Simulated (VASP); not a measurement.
Write the native input for VASP 6.6.1 that does the following.

- Task: single point
- Functional: PBEsol
- Potentials or basis: VASP PAW PBE potentials, release 64 (Ge_d, Bi_d)
- Cutoff: 520 eV
- k mesh: 10 × 10 × 10
- Occupations: fermi-dirac, width 0.1 eV
- Spin: no spin polarisation
- Dipole correction: no
- Further INCAR settings: ALGO = Normal; EDIFF = 1e-07; NBANDS = 22

The structure of GeBi lies in POSCAR:

```
GeBi
1.0
    2.0470090000      3.5455180000      0.0000000000
   -2.0470090000      3.5455180000      0.0000000000
    0.0000000000     -2.3636790000      3.6738150000
Ge Bi
1 1
Direct
    0.0000000000      0.0000000000      0.0000000000
    0.5000000000      0.5000000000      0.5000000000
```

The input as run:

INCAR

```
SYSTEM = GeBi
PREC     = Accurate       ! precision mode
ENCUT    = 520            ! plane-wave cutoff, eV
EDIFF    = 1E-7           ! SCF threshold, eV
ISMEAR   = -1             ! smearing method
SIGMA    = 0.1            ! smearing width, eV
LREAL    = .False.        ! projectors in reciprocal space
LASPH    = .True.         ! aspherical terms in the spheres
NELM     = 80             ! most SCF steps
ALGO     = Normal         ! electronic algorithm
ISIF     = 2              ! what is computed and relaxed
LWAVE    = .False.        ! write WAVECAR
LCHARG   = .False.        ! write CHGCAR
GGA      = PS             ! functional
NBANDS   = 22             ! bands
```

KPOINTS

```
regular mesh
0
Gamma
  10 10 10
  0 0 0
```

Potentials or basis: VASP PAW PBE potentials, release 64 (Ge_d, Bi_d).

Launch:

```bash
$ cat potpaw_PBE.64/Ge_d/POTCAR potpaw_PBE.64/Bi_d/POTCAR > POTCAR
$ mpirun -np 1 vasp_std > vasp.out
```

Results of the run:

```yaml
Pressure: -1.7 GPa
Band_gap_on_the_k_mesh: zero (an odd number of electrons rules out a gap without spin polarisation)
```

Caveat: the PAW data sets were made with another functional, which shifts forces and pressure a little; spin-orbit coupling is left out, which moves the levels of the heavy elements.

Run time: 2.7 min on 1 thread of Intel Xeon 8259CL, on a shared host, peak memory 0.27 GiB.
